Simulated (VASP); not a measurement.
# TiCo3 (Pm-3m) in VASP: notebook

Runs on TiCo3. Level: r2SCAN. Tasks: single point.

All numbers are computed with VASP 6.6.1; they aren't measurements. Logs are shortened: lines on timing, memory, paths and dates and some standing lists are left out, and cuts for length are marked.

### 1 The cell of the first run

Symmetry: Pm-3m, No. 221, cubic system. The conventional cell has a = 3.614 Å, b = 3.614 Å, c = 3.614 Å, α = 90.00°, β = 90.00°, γ = 90.00°. Within 3.4 Å of Ti (site symmetry m-3m) lie 12 Co at 2.56 Å. Within 3.4 Å of Co (site symmetry 4/mmm) lie 4 Ti at 2.56 Å and 8 Co at 2.56 Å.

### 2 Single point, r2SCAN, collinear spin, ferrimagnetic start

The input, POSCAR:

```
TiCo3
1.0
    3.6140000000      0.0000000000      0.0000000000
    0.0000000000      3.6140000000      0.0000000000
    0.0000000000      0.0000000000      3.6140000000
Ti Co
1 3
Direct
    0.0000000000      0.0000000000      0.0000000000
    0.0000000000      0.5000000000      0.5000000000
    0.5000000000      0.0000000000      0.5000000000
    0.5000000000      0.5000000000      0.0000000000
```

The input, INCAR.step1:

```
PREC = Accurate
ENCUT = 520
ISMEAR = 0
SIGMA = 0.1
LREAL = F
LASPH = T
NELM = 150
ISPIN = 2
MAGMOM = -0.74 1.48 1.48 1.48
LMAXMIX = 4
NBANDS = 32
GGA = PE
ALGO = Normal
EDIFF = 1E-4
LWAVE = T
LCHARG = F
```

The input, INCAR.step2:

```
PREC = Accurate
ENCUT = 520
EDIFF = 1E-6
ISMEAR = 0
SIGMA = 0.1
LREAL = F
LASPH = T
NELM = 150
ALGO = Normal
ISIF = 2
LWAVE = F
LCHARG = F
ISPIN = 2
MAGMOM = -0.74 1.48 1.48 1.48
LORBIT = 11
LMAXMIX = 4
METAGGA = R2SCAN
LMIXTAU = T
NBANDS = 32
ISTART = 1
```

The input, KPOINTS:

```
Automatic mesh
0
Gamma
  1 1 1
```

Potentials or basis: VASP PAW PBE potentials, release 64 (Ti_sv, Co).

Started as:

```bash
$ cat potpaw_PBE.64/Ti_sv/POTCAR potpaw_PBE.64/Co/POTCAR > POTCAR
$ cp INCAR.step1 INCAR
$ mpirun -np 1 vasp_gam > vasp.out
$ cp INCAR.step2 INCAR
$ mpirun -np 1 vasp_gam > vasp.out
```

OUTCAR:

```text
PREC = Accurate
   ENCUT = 520
   EDIFF = 1E-6
   ISMEAR = 0
   LREAL = F
   LASPH = T
   NELM = 150
   ISIF = 2
   ISPIN = 2
   LORBIT = 11
   METAGGA = R2SCAN
   ISTART = 1

 ion  position               nearest neighbor table
   1  0.000  0.000  0.000-   2 2.56   3 2.56   4 2.56   2 2.56   3 2.56   2 2.56   4 2.56   2 2.56
                             3 2.56   4 2.56   3 2.56   4 2.56
   2  0.000  0.500  0.500-   1 2.56   3 2.56   4 2.56   1 2.56   4 2.56   1 2.56   3 2.56   1 2.56
                             3 2.56   4 2.56   4 2.56   3 2.56
   3  0.500  0.000  0.500-   1 2.56   2 2.56   4 2.56   1 2.56   4 2.56   2 2.56   4 2.56   4 2.56
                             1 2.56   2 2.56   1 2.56   2 2.56
   4  0.500  0.500  0.000-   1 2.56   2 2.56   3 2.56   2 2.56   3 2.56   1 2.56   3 2.56   3 2.56
                             1 2.56   2 2.56   2 2.56   1 2.56

  LATTYP: Found a simple cubic cell.
 ALAT       =     3.6140000000

  Lattice vectors:

 A1 = (   3.6140000000,   0.0000000000,   0.0000000000)
 A2 = (   0.0000000000,   3.6140000000,   0.0000000000)
 A3 = (   0.0000000000,   0.0000000000,   3.6140000000)

Analysis of symmetry for initial positions (statically):
=====================================================================
 Subroutine PRICEL returns:
 Original cell was already a primitive cell.

 Routine SETGRP: Setting up the symmetry group for a
 simple cubic supercell.

 Subroutine GETGRP returns: Found 48 space group operations
 (whereof 48 operations were pure point group operations)
 out of a pool of 48 trial point group operations.

The static configuration has the point symmetry O_h .

Analysis of symmetry for dynamics (positions and initial velocities):
=====================================================================
 Subroutine PRICEL returns:
 Original cell was already a primitive cell.

 Routine SETGRP: Setting up the symmetry group for a
 simple cubic supercell.

 Subroutine GETGRP returns: Found 48 space group operations
 (whereof 48 operations were pure point group operations)
 out of a pool of 48 trial point group operations.

The dynamic configuration has the point symmetry O_h .

Analysis of structural, dynamic, and magnetic symmetry:
=====================================================================
 Subroutine PRICEL returns:
 Original cell was already a primitive cell.

 Routine SETGRP: Setting up the symmetry group for a
 simple cubic supercell.

 Subroutine GETGRP returns: Found 48 space group operations
 (whereof 48 operations were pure point group operations)
 out of a pool of 48 trial point group operations.

The overall configuration has the point symmetry O_h .

 Subroutine INISYM returns: Found 48 space group operations
 (whereof 48 operations are pure point group operations),
 and found     1 'primitive' translations

----------------------------------------------------------------------------------------

                                     Primitive cell

  volume of cell :      47.2024

  direct lattice vectors                    reciprocal lattice vectors
     3.614000000  0.000000000  0.000000000     0.276701716  0.000000000  0.000000000
     0.000000000  3.614000000  0.000000000     0.000000000  0.276701716  0.000000000
     0.000000000  0.000000000  3.614000000     0.000000000  0.000000000  0.276701716

  length of vectors
     3.614000000  3.614000000  3.614000000     0.276701716  0.276701716  0.276701716

  position of ions in fractional coordinates (direct lattice)
     0.000000000  0.000000000  0.000000000
     0.000000000  0.500000000  0.500000000
     0.500000000  0.000000000  0.500000000
     0.500000000  0.500000000  0.000000000

  ion indices of the primitive-cell ions
   primitive index   ion index
                 1           1
                 2           2
                 3           3
                 4           4

----------------------------------------------------------------------------------------

 KPOINTS: Automatic mesh

Automatic generation of k-mesh.
 Grid dimensions read from file:
 generate k-points for:    1    1    1

 Generating k-lattice:

  Cartesian coordinates                     Fractional coordinates (reciprocal lattice)
     0.276701716  0.000000000  0.000000000     1.000000000  0.000000000  0.000000000
     0.000000000  0.276701716  0.000000000     0.000000000  1.000000000  0.000000000
     0.000000000  0.000000000  0.276701716     0.000000000  0.000000000  1.000000000

  Length of vectors
     0.276701716  0.276701716  0.276701716

  Shift w.r.t. Gamma in fractional coordinates (k-lattice)
     0.000000000  0.000000000  0.000000000

 Subroutine IBZKPT returns following result:
 ===========================================

 Found      1 irreducible k-points:

 Following reciprocal coordinates:
            Coordinates               Weight
  0.000000  0.000000  0.000000      1.000000
   k-points           NKPTS =      1   k-points in BZ     NKDIM =      1   number of bands    NBANDS=     32
   number of dos      NEDOS =    301   number of ions     NIONS =      4
   total plane-waves  NPLWV =  21952
   dimension x,y,z NGX =    28 NGY =   28 NGZ =   28
   dimension x,y,z NGXF=    56 NGYF=   56 NGZF=   56
   ions per type =               1   3
   NGX,Y,Z   is equivalent  to a cutoff of  12.88, 12.88, 12.88 a.u.
   NGXF,Y,Z  is equivalent  to a cutoff of  25.76, 25.76, 25.76 a.u.
 SYSTEM =  unknown system
   PREC   = accura    normal or accurate (medium, high low for compatibility)
   ISTART =      1    job   : 0-new  1-cont  2-samecut
   ICHARG =      0    charge: 1-file 2-atom 10-const
   ISPIN  =      2    spin polarized calculation?
   LNONCOLLINEAR =      F non collinear calculations
   LSORBIT =      F    spin-orbit coupling
   LASPH  =      T    aspherical Exc in radial PAW
   ENCUT  =  520.0 eV  38.22 Ry    6.18 a.u.   6.72  6.72  6.72*2*pi/ulx,y,z
   NELM   =    150;   NELMIN=  2; NELMDL=  0     # of ELM steps
   EDIFF  = 0.1E-05   stopping-criterion for ELM
   LREAL  =      F    real-space projection
   EDIFFG = 0.1E-04   stopping-criterion for IOM
   NSW    =      0    number of steps for IOM
   IBRION =     -1    ionic relax: 0-MD 1-quasi-New 2-CG
   NFREE  =      0    steps in history (QN), initial steepest desc. (CG)
   ISIF   =      2    stress and relaxation
   ISYM   =      2    0-nonsym 1-usesym 2-fastsym
   POTIM  = 0.5000    time-step for ionic-motion
   TEBEG  =    0.0;   TEEND  =   0.0 temperature during run
   PSTRESS=    0.0 pullay stress
   NELECT =      39.0000    total number of electrons
   NUPDOWN=      -1.0000    fix difference up-down
   EMIN   =  10.00;   EMAX   =-10.00  energy-range for DOS
   EFERMI =   0.00;   METHOD = LEGACY
   ISMEAR =     0;   SIGMA  =   0.10  broadening in eV -4-tet -1-fermi 0-gaus
   EFERMI_NEDOS =   21; number of points for ismear=-14 and -15
   IALGO  =     38    algorithm
   IMIX   =      4    mixing-type and parameters
     AMIX     =   0.40;   BMIX     =  1.00
     AMIX_MAG =   1.60;   BMIX_MAG =  1.00
  volume/ion in A,a.u.               =      11.80        79.63
  Fermi-wavevector in a.u.,A,eV,Ry     =   1.536178  2.902956 32.107613  2.359843
  Thomas-Fermi vector in A             =   2.642863
   LORBIT       =     11    0 simple, 1 ext, 2 COOP (PROOUT), +10 PAW based schemes
   METAGGA = R2SCAN    functional components
   LHFCALC =     F    Hartree Fock is set to
   AEXX    =    0.0000 exact exchange contribution
   IVDW    =     0    specifies the selected vdW correction
   LEPSILON=     F    determine dielectric tensor
   LRPA    =     F    only Hartree local field effects (RPA)
 spin polarized calculation
 Gauss-broadening in eV      SIGMA  =   0.10
  energy-cutoff  :      520.00
  volume of cell :       47.20
 maximum number of plane-waves:       655
 NGX is ok and might be reduce to    28
   NGX = 13   NGY = 13   NGZ = 13

 number of electron      39.0000028 magnetization       1.0002168

 Free energy of the ion-electron system (eV)
  ---------------------------------------------------
  ext. energy  EPLUGINS =         0.00000000
  ---------------------------------------------------
  free energy    TOTEN  =       -51.45370329 eV

  energy without entropy =      -51.37657213  energy(sigma->0) =      -51.41513771

 E-fermi :  13.1756     XC(G=0): -13.6357

 val. band max:       13.1451528418   @ k =   0.0000   0.0000   0.0000
 cond. band min:      13.6449647598   @ k =   0.0000   0.0000   0.0000
 fundamental gap:      0.4998119180
 Fermi energy:        13.1756096310

 spin component 1

 k-point     1 :       0.0000    0.0000    0.0000
  band No.  band energies     occupation
      1     -47.4764      1.00000
      2     -22.7977      1.00000
      3     -22.7977      1.00000
      4     -22.7977      1.00000
      5       1.9719      1.00000
      6       6.3670      1.00000
[... 23 lines left out ...]
     30      22.3020      0.00000
     31      22.4419      0.00000
 Fermi energy:        13.1756096310

 spin component 2

 k-point     1 :       0.0000    0.0000    0.0000
  band No.  band energies     occupation
      1     -47.6899      1.00000
      2     -23.0143      1.00000
      3     -23.0143      1.00000
      4     -23.0143      1.00000
      5       1.9402      1.00000
      6       6.4256      1.00000
[... 23 lines left out ...]
     30      22.3669      0.00000
     31      22.5421      0.00000
 [bands above 31 left out]

------------------------ aborting loop because EDIFF is reached ----------------------------------------

  FORCE on cell =-STRESS in cart. coord.  units (eV):
  Direction    XX          YY          ZZ          XY          YZ          ZX
  --------------------------------------------------------------------------------------
  -------------------------------------------------------------------------------------
  Total       -4.7728965     -4.7728965     -4.7728965     -0.0000000      0.0000000     -0.0000000
  in kB     -162.0049008   -162.0049008   -162.0049008     -0.0000000      0.0000000     -0.0000000
  external PRESSURE =    -162.0049008 kB  Pullay stress =       0.0000000 kB

 VOLUME and BASIS-vectors are now :
 -----------------------------------------------------------------------------
  energy-cutoff  :      520.00
  volume of cell :       47.20
      direct lattice vectors                 reciprocal lattice vectors
     3.614000000  0.000000000  0.000000000     0.276701716  0.000000000  0.000000000
     0.000000000  3.614000000  0.000000000     0.000000000  0.276701716  0.000000000
     0.000000000  0.000000000  3.614000000     0.000000000  0.000000000  0.276701716

 POSITION                                       TOTAL-FORCE (eV/Angst)
 -----------------------------------------------------------------------------------
      0.00000      0.00000      0.00000         0.000000      0.000000      0.000000
      0.00000      1.80700      1.80700         0.000000      0.000000      0.000000
      1.80700      0.00000      1.80700         0.000000      0.000000      0.000000
      1.80700      1.80700      0.00000         0.000000      0.000000      0.000000
 -----------------------------------------------------------------------------------
    total drift:                                0.000000      0.000000      0.000000

  FREE ENERGIE OF THE ION-ELECTRON SYSTEM (eV)
  ---------------------------------------------------
  free  energy   TOTEN  =       -51.4537032885 eV

  energy  without entropy=      -51.3765721286  energy(sigma->0) =      -51.41513771

 total charge

# of ion       s       p       d       tot
------------------------------------------
    1        2.266   5.902   2.506  10.674
    2        0.499   0.004   7.988   8.491
    3        0.499   0.004   7.988   8.491
    4        0.499   0.004   7.988   8.491
--------------------------------------------------
tot          3.764   5.914  26.469  36.148

 magnetization (x)

# of ion       s       p       d       tot
------------------------------------------
    1       -0.004   0.000  -0.178  -0.182
    2        0.000   0.000   0.403   0.403
    3        0.000   0.000   0.403   0.403
    4        0.000   0.000   0.403   0.403
--------------------------------------------------
tot         -0.003   0.000   1.030   1.027
```

It took 59 s on 1 thread of Intel Xeon 6975P-C (Granite Rapids), shared host; peak memory 0.18 GiB.

Results:

```
Free energy                                           : -51.4537 eV
Pressure                                              : -16.2 GPa
Band gap on the k mesh                                : zero (filled and empty bands touch)
Net moment                                            : 1.00 μB per cell
Site moments                                          : Ti -0.18; Co +0.40 μB
Valence electrons inside the program's atomic spheres : Ti 10.67; Co 8.49
```

Levels at points of the mesh, in eV from the Fermi level:
Spin up:
| k point | band 17 | band 18 | band 19 | band 20 | band 21 | band 22 | band 23 | band 24 |
| --- | --- | --- | --- | --- | --- | --- | --- | --- |
| (0.00, 0.00, 0.00) | -1.13 | -0.92 | -0.92 | -0.92 | 0.49 | 0.49 | 0.49 | 0.78 |
Spin down:
```
           k point  band 18  band 19  band 20  band 21  band 22  band 23
(0.00, 0.00, 0.00)    -0.03    -0.03    -0.03     0.47     0.47     0.47
```

Caveat: the k points lie up to 1.74 Å⁻¹ apart; the PAW data sets were made with another functional, which shifts forces and pressure a little.

### 3 Single point, r2SCAN

POSCAR is that of step 2.

The input, INCAR.step1:

```
ALGO = Normal ; EDIFF = 1E-4
ENCUT = 520 ; GGA = PE
ISMEAR = 0 ; LASPH = True
LCHARG = False ; LREAL = False
LWAVE = True ; NBANDS = 28
NELM = 60 ; PREC = Accurate
SIGMA = 0.1
```

The input, INCAR.step2:

```
ALGO = Normal ; EDIFF = 1E-6
ENCUT = 520 ; ISIF = 2
ISMEAR = 0 ; ISTART = 1
LASPH = True ; LCHARG = True
LELF = True ; LMIXTAU = True
LREAL = False ; LVHAR = True
LWAVE = False ; METAGGA = R2SCAN
NBANDS = 28 ; NELM = 60
PREC = Accurate ; SIGMA = 0.1
```

The input, KPOINTS:

```
k-points
0
Gamma
  12 12 12
```

Potentials or basis: VASP PAW PBE potentials, release 64 (Ti_sv, Co).

Started as:

```bash
$ cat potpaw_PBE.64/Ti_sv/POTCAR potpaw_PBE.64/Co/POTCAR > POTCAR
$ cp INCAR.step1 INCAR
$ mpirun -np 1 vasp_std > vasp.out
$ cp INCAR.step2 INCAR
$ mpirun -np 1 vasp_std > vasp.out
```

OUTCAR:

```text
EDIFF = 1E-6
   ENCUT = 520
   ISIF = 2
   ISMEAR = 0
   ISTART = 1
   LASPH = True
   LREAL = False
   METAGGA = R2SCAN
   NELM = 60
   PREC = Accurate

 ion  position               nearest neighbor table
   1  0.000  0.000  0.000-   2 2.56   3 2.56   4 2.56   2 2.56   3 2.56   2 2.56   4 2.56   2 2.56
                             3 2.56   4 2.56   3 2.56   4 2.56
   2  0.000  0.500  0.500-   1 2.56   3 2.56   4 2.56   1 2.56   4 2.56   1 2.56   3 2.56   1 2.56
                             3 2.56   4 2.56   4 2.56   3 2.56
   3  0.500  0.000  0.500-   1 2.56   2 2.56   4 2.56   1 2.56   4 2.56   2 2.56   4 2.56   4 2.56
                             1 2.56   2 2.56   1 2.56   2 2.56
   4  0.500  0.500  0.000-   1 2.56   2 2.56   3 2.56   2 2.56   3 2.56   1 2.56   3 2.56   3 2.56
                             1 2.56   2 2.56   2 2.56   1 2.56

  LATTYP: Found a simple cubic cell.
 ALAT       =     3.6140000000

  Lattice vectors:

 A1 = (   3.6140000000,   0.0000000000,   0.0000000000)
 A2 = (   0.0000000000,   3.6140000000,   0.0000000000)
 A3 = (   0.0000000000,   0.0000000000,   3.6140000000)

Analysis of symmetry for initial positions (statically):
[... 180 lines left out ...]
 val. band max:        9.6614453418   @ k =   0.1667   0.1667   0.1667
 cond. band min:       9.6629647115   @ k =   0.3333   0.0833   0.0833
 fundamental gap:      0.0015193697
 Fermi energy:         9.6617681729

 k-point     1 :       0.0000    0.0000    0.0000
  band No.  band energies     occupation
      1     -49.2327      2.00000
      2     -24.4338      2.00000
      3     -24.4338      2.00000
      4     -24.4338      2.00000
      5       1.4800      2.00000
      6       5.4431      2.00000
[... 733 lines left out ...]
     27      14.6000      0.00000
     28      15.7752      0.00000

 [... further k-points ...]

------------------------ aborting loop because EDIFF is reached ----------------------------------------

  FORCE on cell =-STRESS in cart. coord.  units (eV):
  Direction    XX          YY          ZZ          XY          YZ          ZX
  --------------------------------------------------------------------------------------
  -------------------------------------------------------------------------------------
  Total       -3.6771577     -3.6771577     -3.6771577      0.0000000      0.0000000      0.0000000
  in kB     -124.8125905   -124.8125905   -124.8125905      0.0000000      0.0000000      0.0000000
  external PRESSURE =    -124.8125905 kB  Pullay stress =       0.0000000 kB

 VOLUME and BASIS-vectors are now :
 -----------------------------------------------------------------------------
  energy-cutoff  :      520.00
  volume of cell :       47.20
      direct lattice vectors                 reciprocal lattice vectors
     3.614000000  0.000000000  0.000000000     0.276701716  0.000000000  0.000000000
     0.000000000  3.614000000  0.000000000     0.000000000  0.276701716  0.000000000
     0.000000000  0.000000000  3.614000000     0.000000000  0.000000000  0.276701716

 POSITION                                       TOTAL-FORCE (eV/Angst)
 -----------------------------------------------------------------------------------
      0.00000      0.00000      0.00000         0.000000      0.000000      0.000000
      0.00000      1.80700      1.80700         0.000000      0.000000      0.000000
      1.80700      0.00000      1.80700         0.000000      0.000000      0.000000
      1.80700      1.80700      0.00000         0.000000      0.000000      0.000000
 -----------------------------------------------------------------------------------
    total drift:                                0.000000      0.000000      0.000000

  FREE ENERGIE OF THE ION-ELECTRON SYSTEM (eV)
  ---------------------------------------------------
  free  energy   TOTEN  =       -52.8097222219 eV

  energy  without entropy=      -52.7877549726  energy(sigma->0) =      -52.79873860
```

OSZICAR.step1:

```text
N       E                     dE             d eps       ncg     rms          rms(c)
DAV:   1     0.318073275336E+03    0.31807E+03   -0.17673E+04  4704   0.182E+03
DAV:   2    -0.102164423096E+02   -0.32829E+03   -0.31742E+03  4712   0.407E+02
DAV:   3    -0.338615129627E+02   -0.23645E+02   -0.22623E+02  6128   0.127E+02
DAV:   4    -0.348654592244E+02   -0.10039E+01   -0.99821E+00  5976   0.232E+01
DAV:   5    -0.348898325992E+02   -0.24373E-01   -0.24369E-01  5512   0.341E+00    0.210E+01
DAV:   6    -0.353633222060E+02   -0.47349E+00   -0.50034E+01  4856   0.899E+01    0.204E+01
DAV:   7    -0.308687794929E+02    0.44945E+01   -0.38143E+01  5776   0.568E+01    0.112E+01
DAV:   8    -0.299940120900E+02    0.87477E+00   -0.34385E+00  6976   0.211E+01    0.276E+00
DAV:   9    -0.299307494647E+02    0.63263E-01   -0.19293E-01  5684   0.451E+00    0.193E+00
DAV:  10    -0.299269084297E+02    0.38410E-02   -0.22538E-01  5640   0.458E+00    0.820E-01
DAV:  11    -0.299217702451E+02    0.51382E-02   -0.16528E-02  5380   0.140E+00    0.415E-01
DAV:  12    -0.299201294782E+02    0.16408E-02   -0.28378E-03  5760   0.480E-01    0.174E-01
DAV:  13    -0.299196524640E+02    0.47701E-03   -0.19207E-03  5244   0.415E-01    0.199E-02
DAV:  14    -0.299196593708E+02   -0.69068E-05   -0.76431E-05  2984   0.926E-02
   1 F= -.29919659E+02 E0= -.29904207E+02  d E =-.309040E-01
```

Wall time 6.1 min (1 thread of Intel Xeon 6975P-C (Granite Rapids), shared host); peak memory 0.24 GiB.

What came out:

```
Free energy : -52.8097 eV
Pressure    : -12.5 GPa
```

Caveat: the PAW data sets were made with another functional, which shifts forces and pressure a little.
